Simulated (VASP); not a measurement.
Input of a VASP 6.6.1 run:

INCAR

```
PREC = Accurate
ENCUT = 520
EDIFF = 1E-6
ISMEAR = 0
SIGMA = 0.15
LREAL = F
LASPH = T
NELM = 100
ALGO = Normal
ISIF = 2
LWAVE = F
LCHARG = F
GGA = PS
NBANDS = 29
```

KPOINTS

```
regular mesh
0
Gamma
  8 8 8
```

File POSCAR:

```
CsHgBr3
1.0
    5.7700000000      0.0000000000      0.0000000000
    0.0000000000      5.7700000000      0.0000000000
    0.0000000000      0.0000000000      5.7700000000
Cs Hg Br
1 1 3
Direct
    0.0000000000      0.0000000000      0.0000000000
    0.5000000000      0.5000000000      0.5000000000
    0.0000000000      0.5000000000      0.4740034662
    0.5000000000      0.0000000000      0.4740034662
    0.5000000000      0.5000000000     -0.0259965338
```

Potentials or basis: VASP PAW PBE potentials, release 64 (Cs_sv, Hg, Br).

Command:

```sh
$ cat potpaw_PBE.64/Cs_sv/POTCAR potpaw_PBE.64/Hg/POTCAR potpaw_PBE.64/Br/POTCAR > POTCAR
$ mpirun -np 1 vasp_std > vasp.out
```

**Question.** Predict the largest force.

**Answer.** 0.185 eV/Å.

**Question.** Predict the pressure.

**Answer.** -2.4 GPa.

Forces in eV/Å, atoms in the order of the input:
```
Cs   0.000  0.000 -0.003
Hg   0.000  0.000 -0.135
Br   0.000  0.000 -0.023
Br   0.000  0.000 -0.023
Br   0.000  0.000  0.185
```

Caveat: the cell differs from its parent crystal (all Br atoms moved -0.150 Å, as atom 3 along Cartesian [0 0 1]); the PAW data sets were made with another functional, which shifts forces and pressure a little.
